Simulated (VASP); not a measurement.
# ScPbS4 (F-43m) in VASP: further runs, part 2 of 2

VASP 6.6.1. The steps go on from the part before.

### Step 3. Relaxation of cell and atoms, PBE

This run uses another cell than the first one, of 19.87 Å³/atom, 1.012 times its volume.

Input file INCAR:

```
ALGO     = Normal         # electronic algorithm
EDIFF    = 1E-6           # SCF threshold, eV
EDIFFG   = -0.01          # ionic threshold
ENCUT    = 600            # plane-wave cutoff, eV
GGA      = PE             # functional
IBRION   = 2              # ionic algorithm
ISIF     = 3              # what is computed and relaxed
ISMEAR   = 0              # smearing method
LASPH    = True           # aspherical terms in the spheres
LCHARG   = False          # write CHGCAR
LREAL    = False          # projectors in reciprocal space
LWAVE    = False          # write WAVECAR
NELM     = 100            # most SCF steps
NSW      = 100            # ionic steps
PREC     = Accurate       # precision mode
SIGMA    = 0.1            # smearing width, eV
```

Input file KPOINTS:

```
k-points
0
Gamma
  8 8 8
```

Input file POSCAR:

```
ScPbS4
1.0
    0.0000000000      3.9061852032      3.9061852032
    3.9061852032      0.0000000000      3.9061852032
    3.9061852032      3.9061852032      0.0000000000
Sc Pb S
1 1 4
Direct
    0.2500000000      0.2500000000      0.2500000000
    0.0000000000      0.0000000000      0.0000000000
    0.6228437569      0.6228437569      0.6228437569
    0.1314687294      0.6228437569      0.6228437569
    0.6228437569      0.6228437569      0.1314687294
    0.6228437569      0.1314687294      0.6228437569
```

Potentials or basis: VASP PAW PBE potentials, release 64 (Sc_sv, Pb_d, S).

Launch:

```sh
$ cat potpaw_PBE.64/Sc_sv/POTCAR potpaw_PBE.64/Pb_d/POTCAR potpaw_PBE.64/S/POTCAR > POTCAR
$ mpirun -np 1 vasp_std > vasp.out
```

OUTCAR:

```text
EDIFF = 1E-6
   EDIFFG = -0.01
   ENCUT = 600
   GGA = PE
   IBRION = 2
   ISIF = 3
   ISMEAR = 0
   LASPH = True
   LREAL = False
   NELM = 100
   NSW = 100
   PREC = Accurate

 ion  position               nearest neighbor table
   1  0.250  0.250  0.250-   2 3.38   2 3.38   2 3.38   2 3.38
   2  0.000  0.000  0.000-   4 3.24   5 3.24   6 3.24   3 3.24   3 3.24   3 3.24   6 3.24   4 3.24
                             6 3.24   5 3.24   4 3.24   5 3.24   1 3.38   1 3.38   1 3.38   1 3.38
   3  0.623  0.623  0.623-   4 2.71   5 2.71   6 2.71   2 3.24   2 3.24   2 3.24
   4  0.131  0.623  0.623-   3 2.71   5 2.71   6 2.71   2 3.24   2 3.24   2 3.24
   5  0.623  0.623  0.131-   3 2.71   4 2.71   6 2.71   2 3.24   2 3.24   2 3.24
   6  0.623  0.131  0.623-   3 2.71   4 2.71   5 2.71   2 3.24   2 3.24   2 3.24

  LATTYP: Found a face centered cubic cell.
 ALAT       =     7.8123704064

  Lattice vectors:

 A1 = (   0.0000000000,   3.9061852032,   3.9061852032)
 A2 = (   3.9061852032,   0.0000000000,   3.9061852032)
 A3 = (   3.9061852032,   3.9061852032,   0.0000000000)

Analysis of symmetry for initial positions (statically):
=====================================================================
 Subroutine PRICEL returns:
 Original cell was already a primitive cell.

 Routine SETGRP: Setting up the symmetry group for a
 face centered cubic supercell.

 Subroutine GETGRP returns: Found 24 space group operations
 (whereof 24 operations were pure point group operations)
 out of a pool of 48 trial point group operations.

The static configuration has the point symmetry T_d .

Analysis of symmetry for dynamics (positions and initial velocities):
=====================================================================
 Subroutine PRICEL returns:
 Original cell was already a primitive cell.

 Routine SETGRP: Setting up the symmetry group for a
 face centered cubic supercell.
[... 192 lines left out ...]
 -----------------------------------------------------------------------------------
    total drift:                               -0.000001     -0.000001     -0.000001

  FREE ENERGIE OF THE ION-ELECTRON SYSTEM (eV)
  ---------------------------------------------------
  free  energy   TOTEN  =       -24.3001101469 eV

  energy  without entropy=      -24.2623578625  energy(sigma->0) =      -24.28123400

--------------------------------------- Ionic step        2  -------------------------------------------

 number of electron      49.0000000 magnetization

 Free energy of the ion-electron system (eV)
  ---------------------------------------------------
  ext. energy  EPLUGINS =         0.00000000
  ---------------------------------------------------
  free energy    TOTEN  =       -24.30356795 eV

  energy without entropy =      -24.26676637  energy(sigma->0) =      -24.28516716

 E-fermi :   7.2787     XC(G=0): -10.6178

 val. band max:        7.2758501916   @ k =  -0.3750   0.3750   0.1250
 cond. band min:       7.2803303429   @ k =   0.5000   0.2500   0.0000
 fundamental gap:      0.0044801514
 Fermi energy:         7.2787365083

 k-point     1 :       0.0000    0.0000    0.0000
  band No.  band energies     occupation
      1     -43.6334      2.00000
      2     -22.2308      2.00000
      3     -22.2308      2.00000
      4     -22.2308      2.00000
      5     -10.0234      2.00000
      6     -10.0234      2.00000
[... 757 lines left out ...]
     28       8.0957      0.00000
     29       8.3854      0.00000

 [... further k-points ...]

------------------------ aborting loop because EDIFF is reached ----------------------------------------

  FORCE on cell =-STRESS in cart. coord.  units (eV):
  Direction    XX          YY          ZZ          XY          YZ          ZX
  --------------------------------------------------------------------------------------
  -------------------------------------------------------------------------------------
  Total        0.0548346      0.0548346      0.0548346      0.0000000      0.0000000      0.0000000
  in kB        0.7470598      0.7470598      0.7470598      0.0000000      0.0000000      0.0000000
  external PRESSURE =       0.7470598 kB  Pullay stress =       0.0000000 kB

 VOLUME and BASIS-vectors are now :
 -----------------------------------------------------------------------------
  energy-cutoff  :      600.00
  volume of cell :      117.60
      direct lattice vectors                 reciprocal lattice vectors
    -0.000000000  3.888600408  3.888600408    -0.128580967  0.128580967  0.128580967
     3.888600408 -0.000000000  3.888600408     0.128580967 -0.128580967  0.128580967
     3.888600408  3.888600408 -0.000000000     0.128580967  0.128580967 -0.128580967

 POSITION                                       TOTAL-FORCE (eV/Angst)
 -----------------------------------------------------------------------------------
      1.94430      1.94430      1.94430        -0.000000     -0.000000     -0.000000
      3.88860     -0.00000      3.88860        -0.000000     -0.000000     -0.000000
      4.84373      4.84373      4.84373        -0.000221     -0.000221     -0.000221
      4.84373      2.93347      2.93347        -0.000221      0.000221      0.000221
      2.93347      2.93347      4.84373         0.000221      0.000221     -0.000221
      2.93347      4.84373      2.93347         0.000221     -0.000221      0.000221
 -----------------------------------------------------------------------------------
    total drift:                               -0.000001     -0.000001     -0.000001

  FREE ENERGIE OF THE ION-ELECTRON SYSTEM (eV)
  ---------------------------------------------------
  free  energy   TOTEN  =       -24.3035679487 eV

  energy  without entropy=      -24.2667663672  energy(sigma->0) =      -24.28516716

 reached required accuracy - stopping structural energy minimisation
```

It took 2 min on 1 thread of Intel Xeon 6975P-C (Granite Rapids), shared host; peak memory 0.4 GiB.

What came out:

* Free energy: -24.3036 eV
* Relaxed volume: 19.60 Å³/atom
* Relaxed cell: a = 5.499 Å, b = 5.499 Å, c = 5.499 Å, α = 60.00°, β = 60.00°, γ = 60.00°
* Space group after relaxing (to 0.05 Å): F-43m (No. 216)
* Energy gained by relaxing: 0.6 meV/atom
* Ionic steps: 2
* Pressure after relaxing: 0.1 GPa

The path:
```tsv
step	energy change (eV)	largest force (eV/Å)	pressure (GPa)	volume (Å³)
1	0.0000	0.0090	-0.75	119.20
2	-0.0035	0.0004	0.07	117.60
```

Final structure:
```
Sc Pb S
1.0
     0.00000    3.88860    3.88860
     3.88860    0.00000    3.88860
     3.88860    3.88860    0.00000
Sc Pb S
1 1 4
Direct
  0.25000 0.25000 0.25000
  0.00000 0.00000 0.00000
  0.62281 0.62281 0.62281
  0.13157 0.62281 0.62281
  0.62281 0.62281 0.13157
  0.62281 0.13157 0.62281
```

Levels at points of the mesh, in eV from the Fermi level:
```csv
k point,band 20,band 21,band 22,band 23,band 24,band 25,band 26,band 27,band 28,band 29
"(0.00, 0.00, 0.00)",-4.56,-0.52,-0.52,-0.52,0.43,0.43,0.43,1.67,1.68,1.70
"(0.50, 0.00, 0.00)",-3.15,-2.73,-2.73,-2.68,0.39,0.49,0.62,0.62,1.07,1.21
"(0.50, 0.50, 0.00)",-2.91,-2.83,-2.83,-2.67,-2.19,0.14,0.14,0.41,1.22,1.33
```

Caveat: spin-orbit coupling is left out, which moves the levels of the heavy elements.
